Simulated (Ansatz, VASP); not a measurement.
Sb3Pd: VASP beside Ansatz

```
Sb Pd
1.0
     8.32297    0.00000    0.00000
    -4.16148    7.20790    0.00000
     0.00000    0.00000    3.50172
Sb Pd
6 2
Direct
  0.81512 0.63024 0.25000
  0.18488 0.81512 0.75000
  0.36976 0.18488 0.25000
  0.18488 0.36976 0.75000
  0.81512 0.18488 0.25000
  0.63024 0.81512 0.75000
  0.33333 0.66667 0.25000
  0.66667 0.33333 0.75000
```

Alike in both runs: functional PBE; k mesh 3 × 3 × 4; occupations gaussian, width 0.1 eV; no spin polarisation.

Ansatz relaxed the structure, and its values are those at the end. VASP's run is a single point on that final structure, the one shown.

|  | VASP | Ansatz |
| --- | --- | --- |
| version | VASP 6.6.1 | Ansatz 0.2.0 |
| potentials or method | VASP PAW PBE potentials, release 64 (Sb, Pd), cutoff 520 eV | scalar-relativistic, plane waves, PAW |
| valence electrons in the cell | 50 | 126 |

```csv
,VASP,Ansatz,Ansatz less VASP
gap on the k mesh at the Fermi level (eV),none,none,-
pressure (GPa),-0.1,0.0,+0.14
rms of the force components (eV/Å),0.003,0.008,+0.0047
```

A gap of «none» marks a metal or a gap that the smearing closes. VASP's potentials hold 50 valence electrons a cell and Ansatz's 126, so a difference there can come from the potentials and not from the codes.

The k mesh is coarse, so the values compare programs but aren't converged. Neither program's run includes spin-orbit coupling.
